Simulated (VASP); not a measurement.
Ga2BAs3:

```
Ga B As
1.0
     3.80028    0.00000    0.00000
    -1.90014    3.29114    0.00000
     0.00000    0.00000    9.30875
Ga B As
2 1 3
Direct
  0.00000 0.00000 0.00000
  0.66667 0.33333 0.33333
  0.33333 0.66667 0.66667
  0.00000 0.00000 0.75000
  0.33333 0.66667 0.41667
  0.66667 0.33333 0.08333
```

* Program: VASP 6.6.1
* Task: relaxation of cell and atoms
* Functional: PBE
* Potentials or basis: VASP PAW PBE potentials, release 64 (Ga_d, B, As)
* Cutoff: 600 eV
* k mesh: 6 × 6 × 2
* Occupations: gaussian, width 0.1 eV
* Spin: no spin polarisation

At the start: pressure 6.1 GPa; volume 19.40 Å³/atom.

Problem. How do energy, volume and symmetry change on relaxing?

Solution. Over 9 steps the energy falls by 128.2 meV/atom and the volume is 20.44 Å³/atom (+5.3 %); space group P3m1 (No. 156, to 0.1 Å) before and after.

The path:
```csv
step,energy change (eV),largest force (eV/Å),pressure (GPa),volume (Å³)
1,0.0000,2.8190,6.06,116.43
2,-0.5243,1.0189,-3.26,129.23
3,-0.5271,1.1440,-2.73,128.18
4,-0.7080,0.6450,-0.96,124.41
5,-0.7277,0.6229,0.07,122.80
6,-0.7649,0.2565,0.36,122.03
7,-0.7654,0.2488,0.39,121.92
8,-0.7690,0.0636,-0.16,122.80
9,-0.7692,0.0391,-0.02,122.63
```

Final structure:
```xyz
6
Lattice="3.8591 0.0000 0.0000 -1.9296 3.3421 0.0000 0.0000 0.0000 9.5078" Properties=species:S:1:pos:R:3 pbc="T T T"
Ga    3.8591    0.0000    9.3949
Ga    1.9296    1.1140    3.2779
B     0.0000    2.2281    6.2862
As    0.0000    0.0000    6.9215
As    0.0000    2.2281    4.2042
As    1.9296    1.1140    0.8156
```
